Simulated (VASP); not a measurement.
# ScAl3 (P6_3/mmc) in VASP: a series of runs, part 2 of 2

VASP 6.6.1.

### Step 3. Relaxation of cell and atoms, PBE

This run uses another cell than the first one, of 15.38 Å³/atom.

Contents of INCAR:

```
PREC = Accurate ; ENCUT = 600
EDIFF = 1E-6 ; ISMEAR = 0
SIGMA = 0.1 ; LREAL = F
LASPH = T ; NELM = 80
ALGO = Fast ; ISIF = 3
LWAVE = F ; LCHARG = F
GGA = PE ; IBRION = 2
NSW = 90 ; EDIFFG = -0.04
```

Contents of KPOINTS:

```
Automatic mesh
0
Gamma
  6 6 4
```

Contents of POSCAR:

```
ScAl3
1.0
    5.6355774600      0.0000000000      0.0000000000
   -2.8177887300      4.8805532400      0.0000000000
    0.0000000000      0.0000000000      4.4726108200
Sc Al
2 6
Direct
    0.6666666700      0.3333333300      0.2500000000
    0.3333333300      0.6666666700      0.7500000000
    0.8301156200      0.1698843800      0.7500000000
    0.3397687700      0.1698843800      0.7500000000
    0.8301156200      0.6602312300      0.7500000000
    0.1698843800      0.8301156200      0.2500000000
    0.6602312300      0.8301156200      0.2500000000
    0.1698843800      0.3397687700      0.2500000000
```

Potentials or basis: VASP PAW PBE potentials, release 64 (Sc_sv, Al).

Command:

```bash
cat potpaw_PBE.64/Sc_sv/POTCAR potpaw_PBE.64/Al/POTCAR > POTCAR
mpirun -np 1 vasp_std > vasp.out
```

OUTCAR:

```text
PREC = Accurate
   ENCUT = 600
   EDIFF = 1E-6
   ISMEAR = 0
   LREAL = F
   LASPH = T
   NELM = 80
   ISIF = 3
   GGA = PE
   IBRION = 2
   NSW = 90
   EDIFFG = -0.04

 ion  position               nearest neighbor table
   1  0.667  0.333  0.250-   5 2.75   5 2.75   4 2.75   4 2.75   3 2.75   3 2.75   7 2.82   8 2.82
                             6 2.82   6 2.82   7 2.82   8 2.82
   2  0.333  0.667  0.750-   8 2.75   8 2.75   7 2.75   7 2.75   6 2.75   6 2.75   4 2.82   5 2.82
                             3 2.82   3 2.82   4 2.82   5 2.82
   3  0.830  0.170  0.750-   1 2.75   1 2.75   5 2.76   4 2.76   7 2.78   7 2.78   8 2.78   8 2.78
                             2 2.82   2 2.82   5 2.87   4 2.87
   4  0.340  0.170  0.750-   1 2.75   1 2.75   5 2.76   3 2.76   6 2.78   6 2.78   8 2.78   8 2.78
                             2 2.82   2 2.82   5 2.87   3 2.87
   5  0.830  0.660  0.750-   1 2.75   1 2.75   4 2.76   3 2.76   6 2.78   6 2.78   7 2.78   7 2.78
                             2 2.82   2 2.82   3 2.87   4 2.87
   6  0.170  0.830  0.250-   2 2.75   2 2.75   8 2.76   7 2.76   4 2.78   4 2.78   5 2.78   5 2.78
                             1 2.82   1 2.82   8 2.87   7 2.87
   7  0.660  0.830  0.250-   2 2.75   2 2.75   8 2.76   6 2.76   3 2.78   3 2.78   5 2.78   5 2.78
                             1 2.82   1 2.82   8 2.87   6 2.87
   8  0.170  0.340  0.250-   2 2.75   2 2.75   7 2.76   6 2.76   3 2.78   3 2.78   4 2.78   4 2.78
                             1 2.82   1 2.82   6 2.87   7 2.87

  LATTYP: Found a hexagonal cell.
 ALAT       =     5.6355774600
 C/A-ratio  =     0.7936384251

  Lattice vectors:

 A1 = (   5.6355774600,   0.0000000000,   0.0000000000)
 A2 = (  -2.8177887300,   4.8805532400,   0.0000000000)
 A3 = (   0.0000000000,   0.0000000000,   4.4726108200)

Analysis of symmetry for initial positions (statically):
=====================================================================
 Subroutine PRICEL returns:
 Original cell was already a primitive cell.

 Routine SETGRP: Setting up the symmetry group for a
 hexagonal supercell.

 Subroutine GETGRP returns: Found 24 space group operations
 (whereof 12 operations were pure point group operations)
 out of a pool of 24 trial point group operations.

The static configuration has the point symmetry D_3d.
 The point group associated with its full space group is D_6h.

Analysis of symmetry for dynamics (positions and initial velocities):
=====================================================================
 Subroutine PRICEL returns:
 Original cell was already a primitive cell.

 Routine SETGRP: Setting up the symmetry group for a
 hexagonal supercell.

 Subroutine GETGRP returns: Found 24 space group operations
 (whereof 12 operations were pure point group operations)
 out of a pool of 24 trial point group operations.

The dynamic configuration has the point symmetry D_3d.
 The point group associated with its full space group is D_6h.

 Subroutine INISYM returns: Found 24 space group operations
 (whereof 12 operations are pure point group operations),
 and found     1 'primitive' translations

----------------------------------------------------------------------------------------

                                     Primitive cell

  volume of cell :     123.0180

  direct lattice vectors                    reciprocal lattice vectors
     5.635577460  0.000000000  0.000000000     0.177444105  0.102447402  0.000000000
    -2.817788730  4.880553240  0.000000000     0.000000000  0.204894804  0.000000000
     0.000000000  0.000000000  4.472610820     0.000000000  0.000000000  0.223583057

  length of vectors
[... 43 lines left out ...]

 Subroutine IBZKPT returns following result:
 ===========================================

 Found     21 irreducible k-points:

 Following reciprocal coordinates:
            Coordinates               Weight
  0.000000  0.000000  0.000000      1.000000
  0.166667  0.000000  0.000000      6.000000
  0.333333  0.000000  0.000000      6.000000
  0.500000  0.000000  0.000000      3.000000
  0.166667  0.166667  0.000000      6.000000
  0.333333  0.166667  0.000000     12.000000
[... 13 lines left out ...]
  0.333333  0.166667  0.500000     12.000000
  0.333333  0.333333  0.500000      2.000000
   k-points           NKPTS =     21   k-points in BZ     NKDIM =     21   number of bands    NBANDS=     25
   number of dos      NEDOS =    301   number of ions     NIONS =      8
   total plane-waves  NPLWV =  82944
   dimension x,y,z NGX =    48 NGY =   48 NGZ =   36
   dimension x,y,z NGXF=    96 NGYF=   96 NGZF=   72
   ions per type =               2   6
   NGX,Y,Z   is equivalent  to a cutoff of  14.16, 14.16, 13.38 a.u.
   NGXF,Y,Z  is equivalent  to a cutoff of  28.32, 28.32, 26.76 a.u.
 SYSTEM =  unknown system
   PREC   = accura    normal or accurate (medium, high low for compatibility)
   ISTART =      0    job   : 0-new  1-cont  2-samecut
   ICHARG =      2    charge: 1-file 2-atom 10-const
   ISPIN  =      1    spin polarized calculation?
   LNONCOLLINEAR =      F non collinear calculations
   LSORBIT =      F    spin-orbit coupling
   LASPH  =      T    aspherical Exc in radial PAW
   ENCUT  =  600.0 eV  44.10 Ry    6.64 a.u.  11.26 11.26  8.93*2*pi/ulx,y,z
   NELM   =     80;   NELMIN=  2; NELMDL= -5     # of ELM steps
   EDIFF  = 0.1E-05   stopping-criterion for ELM
   LREAL  =      F    real-space projection
   EDIFFG = -.4E-01   stopping-criterion for IOM
   NSW    =     90    number of steps for IOM
   IBRION =      2    ionic relax: 0-MD 1-quasi-New 2-CG
   NFREE  =      1    steps in history (QN), initial steepest desc. (CG)
   ISIF   =      3    stress and relaxation
   ISYM   =      2    0-nonsym 1-usesym 2-fastsym
   POTIM  = 0.5000    time-step for ionic-motion
   TEBEG  =    0.0;   TEEND  =   0.0 temperature during run
   PSTRESS=    0.0 pullay stress
   NELECT =      40.0000    total number of electrons
   NUPDOWN=      -1.0000    fix difference up-down
   EMIN   =  10.00;   EMAX   =-10.00  energy-range for DOS
   EFERMI =   0.00;   METHOD = LEGACY
   ISMEAR =     0;   SIGMA  =   0.10  broadening in eV -4-tet -1-fermi 0-gaus
   EFERMI_NEDOS =   21; number of points for ismear=-14 and -15
   IALGO  =     68    algorithm
   IMIX   =      4    mixing-type and parameters
     AMIX     =   0.40;   BMIX     =  1.00
     AMIX_MAG =   1.60;   BMIX_MAG =  1.00
  volume/ion in A,a.u.               =      15.38       103.77
  Fermi-wavevector in a.u.,A,eV,Ry     =   1.125741  2.127343 17.242577  1.267294
  Thomas-Fermi vector in A             =   2.262420
   LORBIT       =      0    0 simple, 1 ext, 2 COOP (PROOUT), +10 PAW based schemes
   GGA     = PE    functional components
   LHFCALC =     F    Hartree Fock is set to
   AEXX    =    0.0000 exact exchange contribution
   IVDW    =     0    specifies the selected vdW correction
   LEPSILON=     F    determine dielectric tensor
   LRPA    =     F    only Hartree local field effects (RPA)
 conjugate gradient relaxation of ions
 non-spin polarized calculation
 RMM-DIIS sequential band-by-band and
 Gauss-broadening in eV      SIGMA  =   0.10
  energy-cutoff  :      600.00
  volume of cell :      123.02
 maximum number of plane-waves:      4140
 NGX is ok and might be reduce to    48
   NGX = 23   NGY = 23   NGZ = 17

--------------------------------------- Ionic step        1  -------------------------------------------

 number of electron      40.0000003 magnetization

 Free energy of the ion-electron system (eV)
  ---------------------------------------------------
  ext. energy  EPLUGINS =         0.00000000
  ---------------------------------------------------
  free energy    TOTEN  =       -37.25326000 eV

  energy without entropy =      -37.23714312  energy(sigma->0) =      -37.24520156

------------------------ aborting loop because EDIFF is reached ----------------------------------------

  FORCE on cell =-STRESS in cart. coord.  units (eV):
  Direction    XX          YY          ZZ          XY          YZ          ZX
  --------------------------------------------------------------------------------------
  -------------------------------------------------------------------------------------
  Total        9.3776498      9.3776498     13.2288951      0.0000000     -0.0000000      0.0000000
  in kB      122.1338378    122.1338375    172.2921807      0.0000000     -0.0000000      0.0000000
  external PRESSURE =     138.8532853 kB  Pullay stress =       0.0000000 kB
[... 281 lines left out ...]
--------------------------------------- Ionic step        8  -------------------------------------------

 number of electron      39.9999999 magnetization

 Free energy of the ion-electron system (eV)
  ---------------------------------------------------
  ext. energy  EPLUGINS =         0.00000000
  ---------------------------------------------------
  free energy    TOTEN  =       -38.16653571 eV

  energy without entropy =      -38.15062824  energy(sigma->0) =      -38.15858197

 E-fermi :   7.0893     XC(G=0): -10.3351

 val. band max:        7.0835420100   @ k =   0.3333   0.0000   0.2500
 cond. band min:       7.1417621594   @ k =   0.3333   0.1667   0.0000
 fundamental gap:      0.0582201493
 Fermi energy:         7.0893381926

 k-point     1 :       0.0000    0.0000    0.0000
  band No.  band energies     occupation
      1     -42.0976      2.00000
      2     -42.0944      2.00000
      3     -20.8350      2.00000
      4     -20.8144      2.00000
      5     -20.7888      2.00000
      6     -20.7888      2.00000
[... 612 lines left out ...]
  FREE ENERGIE OF THE ION-ELECTRON SYSTEM (eV)
  ---------------------------------------------------
  free  energy   TOTEN  =       -38.1665357087 eV

  energy  without entropy=      -38.1506282376  energy(sigma->0) =      -38.15858197

 reached required accuracy - stopping structural energy minimisation
```

It took 17 min on 1 thread of AMD EPYC 7R43 (Zen 3), shared host; peak memory 0.33 GiB.

Results:

| Quantity | Value |
| --- | --- |
| Free energy | -38.1665 eV |
| Relaxed volume | 17.44 Å³/atom |
| Relaxed cell | a = 5.823 Å, b = 5.823 Å, c = 4.752 Å, α = 90.00°, β = 90.00°, γ = 120.00° |
| Space group after relaxing (to 0.1 Å) | P6_3/mmc (No. 194) |
| Energy gained by relaxing | 114.2 meV/atom |
| Ionic steps | 8 |
| Pressure after relaxing | 0.0 GPa |
| Largest force after relaxing | 0.004 eV/Å |
| Band gap on the k mesh | zero (bands 20 and 21 overlap by 0.94 eV) |

Forces in eV/Å, atoms in the order of the input:
```
Sc   0.000  0.000  0.000
Sc   0.000  0.000  0.000
Al   0.004 -0.002  0.000
Al  -0.004 -0.002  0.000
Al   0.000  0.004  0.000
Al  -0.004  0.002  0.000
Al   0.004  0.002  0.000
Al   0.000 -0.004  0.000
```

The path:
| step | energy change (eV) | largest force (eV/Å) | pressure (GPa) | volume (Å³) |
| --- | --- | --- | --- | --- |
| 1 | 0.0000 | 1.0382 | 13.89 | 123.02 |
| 2 | -0.7121 | 0.3443 | -4.68 | 148.28 |
| 3 | -0.8184 | 0.4699 | -0.93 | 140.80 |
| 4 | -0.8820 | 0.2933 | -0.30 | 139.66 |
| 5 | -0.9076 | 0.0617 | 0.58 | 138.41 |
| 6 | -0.9121 | 0.0198 | -0.15 | 139.68 |
| 7 | -0.9122 | 0.0162 | -0.19 | 139.77 |
| 8 | -0.9133 | 0.0042 | -0.04 | 139.52 |

Final structure:
```xyz
8
Lattice="5.8227 0.0000 0.0000 -2.9113 5.0426 0.0000 0.0000 0.0000 4.7518" Properties=species:S:1:pos:R:3 pbc="T T T"
Sc    2.9113    1.6809    1.1879
Sc    0.0000    3.3617    3.5638
Al    4.4214    0.8090    3.5638
Al    1.4012    0.8090    3.5638
Al    2.9113    3.4246    3.5638
Al   -1.5101    4.2336    1.1879
Al    1.5101    4.2336    1.1879
Al    0.0000    1.6180    1.1879
```

The gap in the log of VASP goes by the Fermi energy; the results here count the filled bands.